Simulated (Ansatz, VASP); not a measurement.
## AlN in VASP and in Ansatz

INCAR

```
ALGO     = Normal         # electronic algorithm
EDIFF    = 1E-6           # SCF threshold, eV
ENCUT    = 520            # plane-wave cutoff, eV
GGA      = PS             # functional
ISIF     = 2              # what is computed and relaxed
ISMEAR   = 0              # smearing method
LASPH    = T              # aspherical terms in the spheres
LCHARG   = F              # write CHGCAR
LREAL    = F              # projectors in reciprocal space
LWAVE    = F              # write WAVECAR
NBANDS   = 16             # bands
NELM     = 60             # most SCF steps
PREC     = Accurate       # precision mode
SIGMA    = 0.05           # smearing width, eV
```

KPOINTS

```
k-points
0
Gamma
  9 9 6
```

POSCAR

```
AlN
1.0
    3.2618000000      0.0000000000      0.0000000000
   -1.6309000000      2.8248016620      0.0000000000
    0.0000000000      0.0000000000      4.3470000000
Al N
2 2
Direct
    0.3333333333      0.6666666667      0.7500000000
    0.6666666667      0.3333333333      0.2500000000
    0.3333333333      0.6666666667      0.2500000000
    0.6666666667      0.3333333333      0.7500000000
```

Input for Ansatz:

```yaml
crystal:
  lattice:
    - [3.2618, 0.0, 0.0]
    - [-1.6309, 2.824801662, 0.0]
    - [0.0, 0.0, 4.347]
  atoms:
    - { symbol: Al, position: [0.3333333333, 0.6666666667, 0.75] }
    - { symbol: Al, position: [0.6666666667, 0.3333333333, 0.25] }
    - { symbol: "N", position: [0.3333333333, 0.6666666667, 0.25] }
    - { symbol: "N", position: [0.6666666667, 0.3333333333, 0.75] }
basis:
  ecutwfc: 520.0
kpoints:
  mp_grid: { grid: [9, 9, 6] }
hamiltonian:
  xc: pbesol
  pseudopotentials: { kind: paw, azcp: { folder: soft_1 } }
scf:
  occupations: { method: gaussian, width: 0.05 }
output:
  forces: true
  stress: true
  eigenvalues: true
```

Alike in both runs: task single point; functional PBEsol; k mesh 9 × 9 × 6; occupations gaussian, width 0.05 eV; no spin polarisation.

|  | VASP | Ansatz |
| --- | --- | --- |
| version | VASP 6.6.1 | Ansatz 0.2.0 |
| potentials or method | VASP PAW PBE potentials, release 64 (Al, N), cutoff 520 eV | scalar-relativistic, plane waves, PAW |
| valence electrons in the cell | 16 | 16 |

```csv
,VASP,Ansatz,Ansatz less VASP
gap on the k mesh at the Fermi level (eV),3.01,3.00,-0.014
least direct gap on the mesh (eV),3.01,3.00,-0.014
pressure (GPa),-2.5,-2.5,-0.01
"traceless stress, the component that is largest in VASP (GPa)",-6.27,-6.20,+0.073
```

VASP's potentials were made for PBE, not for PBEsol, and Ansatz warns of the same on its side. With one functional, cell and mesh, what is left measures potentials, basis and numerics.
